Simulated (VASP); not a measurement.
## Re: single point with PBE

Re, a slab with vacuum:

```
Re
1.0
     2.77482    0.00000    0.00000
    -1.38741    2.40307    0.00000
     0.00000    0.00000   26.21056
Re
6
Direct
  0.66667 0.33333 0.28958
  0.33333 0.66667 0.36968
  0.66667 0.33333 0.45873
  0.33333 0.66667 0.54127
  0.66667 0.33333 0.63032
  0.33333 0.66667 0.71042
```

```json
{
  "Program": "VASP 6.6.1",
  "Task": "single point",
  "Functional": "PBE",
  "Potentials or basis": "VASP PAW PBE potentials, release 64 (Re)",
  "Cutoff": "520 eV",
  "k mesh": "15 × 15 × 1",
  "Occupations": "gaussian, width 0.1 eV",
  "Spin": "no spin polarisation"
}
```

* Largest force: 0.064 eV/Å
* Band gap on the k mesh: zero (bands 21 and 22 overlap by 2.45 eV)

Forces in eV/Å, atoms in the order of the input:
```
Re   0.000  0.000  0.064
Re   0.000  0.000 -0.061
Re   0.000  0.000  0.040
Re   0.000  0.000 -0.040
Re   0.000  0.000  0.061
Re   0.000  0.000 -0.064
```

Levels at points of the mesh, in eV from the Fermi level:
```csv
k point,band 19,band 20,band 21,band 22,band 23,band 24
"(0.00, 0.00, 0.00)",-1.06,-1.06,-0.99,-0.86,-0.86,0.29
```

Wall time 7 min on 1 thread of Intel(R) Xeon(R) Platinum 8259CL CPU @ 2.50GHz (Skylake/Cascade Lake) (shared host), peak memory 0.35 GiB.

Caveat: spin-orbit coupling is left out, which moves the levels of the heavy elements.
